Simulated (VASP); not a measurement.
**Tl: relaxation of cell and atoms with PBE+D3(BJ)**

Crystal: Tl.

```
CELL_PARAMETERS angstrom
3.14827 0.00000 0.00000
-1.57413 2.72648 0.00000
0.00000 0.00000 5.15176
ATOMIC_POSITIONS crystal
Tl 0.33333 0.66667 0.25000
Tl 0.66667 0.33333 0.75000
```

- Program: VASP 6.6.1
- Task: relaxation of cell and atoms
- Functional: PBE
- Dispersion: D3(BJ)
- Potentials or basis: VASP PAW PBE potentials, release 64 (Tl_d)
- Cutoff: 600 eV
- k mesh: 15 × 15 × 8
- Occupations: gaussian, width 0.1 eV
- Spin: no spin polarisation
- Target pressure: 25 GPa
- Dipole correction: no
- Further INCAR settings: ALGO = Fast; EDIFF = 1e-06; IBRION = 2; EDIFFG = -0.008; NSW = 70; ISIF = 3

| Quantity | Value |
| --- | --- |
| Relaxed volume | 21.43 Å³/atom |
| Relaxed cell | a = 3.113 Å, b = 3.113 Å, c = 5.106 Å, α = 90.00°, β = 90.00°, γ = 120.00° |
| Space group after relaxing (to 0.1 Å) | P6_3/mmc (No. 194) |
| Energy change on relaxing (the run minimises the enthalpy) | +96.7 meV/atom |
| Ionic steps | 6 |
| Pressure after relaxing | 25.0 GPa |
| Band gap on the k mesh | zero (bands 13 and 14 overlap by 7.57 eV) |
| Dispersion energy per atom | -0.463 eV |

The path:
```
step  energy change (eV)  largest force (eV/Å)  pressure (GPa)  volume (Å³)
   1              0.0000                0.0000           20.72        44.22
   2              0.6190                0.0000           34.26        40.54
   3              0.1892                0.0000           24.91        42.89
   4              0.1933                0.0000           25.04        42.86
   5              0.1934                0.0000           25.02        42.86
   6              0.1935                0.0000           25.02        42.86
```

Final structure:
```
Tl
1.0
     3.11329    0.00000    0.00000
    -1.55664    2.69618    0.00000
     0.00000    0.00000    5.10622
Tl
2
Direct
  0.33333 0.66667 0.25000
  0.66667 0.33333 0.75000
```

Levels at points of the mesh, in eV from the Fermi level:
```tsv
k point	band 11	band 12	band 13	band 14	band 15	band 16
(0.00, 0.00, 0.00)	-11.40	-5.34	-4.49	10.32	10.32	10.70
(0.00, 0.00, 0.50)	-10.58	-10.58	3.83	3.83	10.87	10.87
```

Run time: 3.3 min on 1 thread of AMD EPYC 9R45 96-Core Processor (Zen 5), with other jobs on the host, peak memory 0.24 GiB.

Caveat: the cell is relaxed towards a set pressure, so the run minimises the enthalpy, not the energy; spin-orbit coupling is left out, which moves the levels of the heavy elements.
